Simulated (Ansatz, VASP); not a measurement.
## One calculation of SiC, two programs

```
CELL_PARAMETERS angstrom
3.07755 0.00000 0.00000
-1.53878 2.66524 0.00000
0.00000 0.00000 10.07672
ATOMIC_POSITIONS crystal
Si 0.66667 0.33333 0.93784
Si 0.33333 0.66667 0.43784
Si 0.00000 0.00000 0.68789
Si 0.00000 0.00000 0.18789
C 0.66667 0.33333 0.74980
C 0.33333 0.66667 0.24980
C 0.00000 0.00000 0.50047
C 0.00000 0.00000 0.00047
```

Alike in both runs: task single point; functional HSE06; k mesh 6 × 6 × 2; no spin polarisation.

```csv
,VASP,Ansatz
version,VASP 6.6.1,Ansatz 0.2.0
potentials or method,"VASP PAW PBE potentials, release 64 (Si, C)","plane waves, PAW"
plane-wave cutoff (eV),520,420
occupations,"gaussian, width 0.01 eV",fixed
valence electrons in the cell,32,32
```

```csv
,VASP,Ansatz,Ansatz less VASP
gap on the k mesh at the Fermi level (eV),3.14,3.14,-0.005
pressure (GPa),-1.5,-1.2,+0.38
"traceless stress, the component that is largest in VASP (GPa)",-0.20,-0.22,-0.019
rms of the force components (eV/Å),0.006,0.007,+0.0005
```

Atom by atom the forces differ by 0.001 eV/Å (rms over components). Ansatz's warnings: stress exchange threshold loose, stress scf threshold loose.
